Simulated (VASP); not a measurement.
Input of a VASP 6.6.1 run:

Contents of INCAR:

```
SYSTEM = ZnSe
ALGO     = Normal         ! electronic algorithm
EDIFF    = 1E-6           ! SCF threshold, eV
ENCUT    = 500            ! plane-wave cutoff, eV
GGA      = PS             ! functional
GGA_COMPAT= .False.      
ISIF     = 2              ! what is computed and relaxed
ISMEAR   = 0              ! smearing method
LASPH    = .True.         ! aspherical terms in the spheres
LCHARG   = .False.        ! write CHGCAR
LREAL    = .False.        ! projectors in reciprocal space
LWAVE    = .False.        ! write WAVECAR
NBANDS   = 16             ! bands
NELM     = 120            ! most SCF steps
PREC     = Accurate       ! precision mode
SIGMA    = 0.02           ! smearing width, eV
```

The input KPOINTS:

```
k-points
0
Gamma
  8 8 8
  0 0 0
```

The input POSCAR:

```
ZnSe
1.0
    0.0000000000      2.8178274400      2.8178274400
    2.8178274400      0.0000000000      2.8178274400
    2.8178274400      2.8178274400      0.0000000000
Zn Se
1 1
Direct
    0.0000000000      0.0000000000      0.0000000000
    0.2500000000      0.2500000000      0.2500000000
```

Potentials or basis: VASP PAW PBE potentials, release 64 (Zn, Se).

The run is started by

```sh
$ cat potpaw_PBE.64/Zn/POTCAR potpaw_PBE.64/Se/POTCAR > POTCAR
$ mpirun -np 1 vasp_std > vasp.out
```

Question: What does it give for the pressure?

Answer: 0.2 GPa.

Question: Estimate the band gap on the k mesh.

Answer: 1.24 eV, direct.

Caveat: the PAW data sets were made with another functional, which shifts forces and pressure a little.
